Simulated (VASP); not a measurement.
CdS: relaxation of cell and atoms with revPBE+D3(BJ)

The system is CdS.

```xyz
2
Lattice="4.2612 0.0000 0.0000 -2.1306 3.6903 0.0000 0.0000 0.0000 5.8042" Properties=species:S:1:pos:R:3 pbc="T T T"
Cd    0.0000    0.0000    2.5695
S     2.1306    1.2301    2.5208
```

```yaml
Program: VASP 6.6.1
Task: relaxation of cell and atoms
Functional: revPBE
Dispersion: D3(BJ)
Potentials_or_basis: VASP PAW PBE potentials, release 64 (Cd, S)
Cutoff: 550 eV
k_mesh: 7 × 7 × 5
Occupations: fermi-dirac, width 0.05 eV
Spin: no spin polarisation
Dipole_correction: no
Second_try: not_converged
Further_INCAR_settings: ALGO = All; EDIFF = 1e-07; IBRION = 2; EDIFFG = -0.01; NSW = 60; ISIF = 3
```

The relaxed volume is 20.40 Å³/atom and the relaxed cell is a = 3.710 Å, b = 3.710 Å, c = 3.424 Å, α = 90.00°, β = 90.00°, γ = 120.00°. The space group after relaxing (to 0.1 Å) is P-6m2 (No. 187) and the pressure after relaxing is 0.0 GPa. The band gap on the k mesh is 0.03 eV (least direct gap 0.76 eV). The dispersion energy per atom is -0.739 eV.

Final structure:
```
Cd S
1.0
     3.70958    0.00000    0.00000
    -1.85479    3.21259    0.00000
     0.00000    0.00000    3.42382
Cd S
1 1
Direct
  0.00000 0.00000 0.68863
  0.66667 0.33333 0.18837
```

Levels at points of the mesh, in eV from the valence-band top:
| k point | band 7 | band 8 | band 9 | band 10 | band 11 | band 12 |
| --- | --- | --- | --- | --- | --- | --- |
| (0.00, 0.00, 0.00) | -1.37 | -0.73 | -0.73 | 0.03 | 6.71 | 6.76 |

It took 15 min on 4 MPI ranks on Intel(R) Xeon(R) Platinum 8259CL CPU @ 2.50GHz (Skylake/Cascade Lake), on a shared host, peak memory 0.32 GiB a rank.

Caveat: the volume moved by over 15 % at a fixed basis, so the end points are rough; the relaxation moved the vacuum too, so the length across it says nothing of the material; semilocal functionals underestimate gaps, and a narrow one can read as zero; the PAW data sets were made with another functional, which shifts forces and pressure a little. A k mesh can miss the band edges.
